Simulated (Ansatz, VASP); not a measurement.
# ZnS: VASP beside Ansatz

```
CELL_PARAMETERS angstrom
0.00000 2.64016 2.64016
2.64016 0.00000 2.64016
2.64016 2.64016 0.00000
ATOMIC_POSITIONS crystal
Zn 0.25000 0.25000 0.25000
S 0.00000 0.00000 0.00000
```

Alike in both runs: task relaxation of the atoms; functional r2SCAN; k mesh 10 × 10 × 10; occupations fermi-dirac, width 0.02 eV; no spin polarisation.

|  | VASP | Ansatz |
| --- | --- | --- |
| version | VASP 6.6.1 | Ansatz 0.2.0 |
| potentials or method | VASP PAW PBE potentials, release 64 (Zn, S), cutoff 520 eV | PAW plane waves |
| valence electrons in the cell | 18 | 18 |

Ansatz gave:

| Property | Result |
| --- | --- |
| gap on the k mesh at the Fermi level, each at its own relaxed structure (eV) | 2.99 |

**Question.** What did VASP give for the same quantities?

**Answer.** gap on the k mesh at the Fermi level, each at its own relaxed structure (eV): 3.01.

VASP's potentials were made for PBE, not for r2SCAN. Ansatz's warnings: stress scf threshold loose.

Noted on VASP's run: the relaxation stopped at its first step, so nothing moved.
